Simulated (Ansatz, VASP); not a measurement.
## Two plane-wave programs on Sc

The input INCAR:

```
SYSTEM = Sc
PREC     = Accurate       ! precision mode
ENCUT    = 520            ! plane-wave cutoff, eV
EDIFF    = 1E-7           ! SCF threshold, eV
ISMEAR   = -1             ! smearing method
SIGMA    = 0.1            ! smearing width, eV
LREAL    = .False.        ! projectors in reciprocal space
LASPH    = .True.         ! aspherical terms in the spheres
NELM     = 80             ! most SCF steps
ALGO     = Normal         ! electronic algorithm
ISIF     = 2              ! what is computed and relaxed
LWAVE    = .False.        ! write WAVECAR
LCHARG   = .False.        ! write CHGCAR
GGA      = B5             ! functional
ALDAX    = 1.0          
AGGAX    = 1.0          
AGGAC    = 1.0          
ALDAC    = 0.0          
NBANDS   = 12             ! bands
```

The input KPOINTS:

```
Automatic mesh
0
Gamma
  14 14 14
  0 0 0
```

The input POSCAR:

```
Sc
1.0
   -1.8960221236      1.8960221236      1.8960221236
    1.8960221236     -1.8960221236      1.8960221236
    1.8960221236      1.8960221236     -1.8960221236
Sc
1
Direct
    0.0000000000      0.0000000000      0.0000000000
```

Input for Ansatz:

```yaml
crystal:
  lattice:
    - [-1.8960221236, 1.8960221236, 1.8960221236]
    - [1.8960221236, -1.8960221236, 1.8960221236]
    - [1.8960221236, 1.8960221236, -1.8960221236]
  atoms:
    - { symbol: Sc, position: [0.0, 0.0, 0.0] }
hamiltonian:
  xc: blyp
  pseudopotentials:
    kind: paw
    azcp:
      Sc: "pseudopotentials/Sc.paw.azcp"
basis:
  ecutwfc: 420
  fft_grid_basis: typed
kpoints:
  mp_grid: { grid: [14, 14, 14], shift: [0, 0, 0] }
magnetization:
  spin_polarized: false
scf:
  occupations: { method: fermi_dirac, width: 0.1 }
  lower_state_search: "off"
output:
  stress: true
```

Alike in both runs: task single point; functional BLYP; k mesh 14 × 14 × 14; occupations fermi-dirac, width 0.1 eV; no spin polarisation.

```csv
,VASP,Ansatz
version,VASP 6.6.1,Ansatz 0.2.0
potentials or method,"VASP PAW PBE potentials, release 64 (Sc_sv), cutoff 520 eV","plane waves (420 eV) with PAW, scalar-relativistic"
valence electrons in the cell,11,11
```

|  | VASP | Ansatz | Ansatz less VASP |
| --- | --- | --- | --- |
| pressure (GPa) | -3.4 | -3.4 | -0.02 |

VASP's potentials were made for PBE, not for BLYP.
